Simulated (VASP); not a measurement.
A run of VASP 6.6.1 is set up as follows.

File INCAR:

```
SYSTEM = TiAl
  PREC = Accurate
  ENCUT = 520
  EDIFF = 1E-7
  ISMEAR = 0
  SIGMA = 0.15
  LREAL = .False.
  LASPH = .True.
  NELM = 150
  ALGO = Normal
  ISIF = 2
  LWAVE = .False.
  LCHARG = .True.
  ISPIN = 2
  MAGMOM = 0.375 0
  LORBIT = 11
  NUPDOWN = 0.375
  LMAXMIX = 4
  GGA = CA
  LELF = .True.
  LVHAR = .True.
  NBANDS = 18
```

File KPOINTS:

```
Automatic mesh
0
Gamma
  21 21 12
  0 0 0
```

File POSCAR:

```
TiAl
1.0
    2.8120068102      0.0000000000      0.0000000000
   -1.4060034051      2.4352693333      0.0000000000
    0.0000000000      0.0000000000      4.5900455634
Ti Al
1 1
Direct
    0.0000000000      0.0000000000      0.0000000000
    0.3333333333      0.6666666667      0.5000000000
```

Potentials or basis: VASP PAW LDA potentials, release 64 (Ti_sv, Al).

Command:

```bash
$ cat potpaw_LDA.64/Ti_sv/POTCAR potpaw_LDA.64/Al/POTCAR > POTCAR
$ mpirun -np 1 vasp_std > vasp.out
```

**Question.** Predict the pressure.

**Answer.** 0.2 GPa.

Stress tensor (GPa, compression positive):
```
 0.50  0.00  0.00
 0.00  0.50  0.00
 0.00  0.00 -0.32
```

Caveat: the total moment is fixed, so each spin has its own Fermi level.
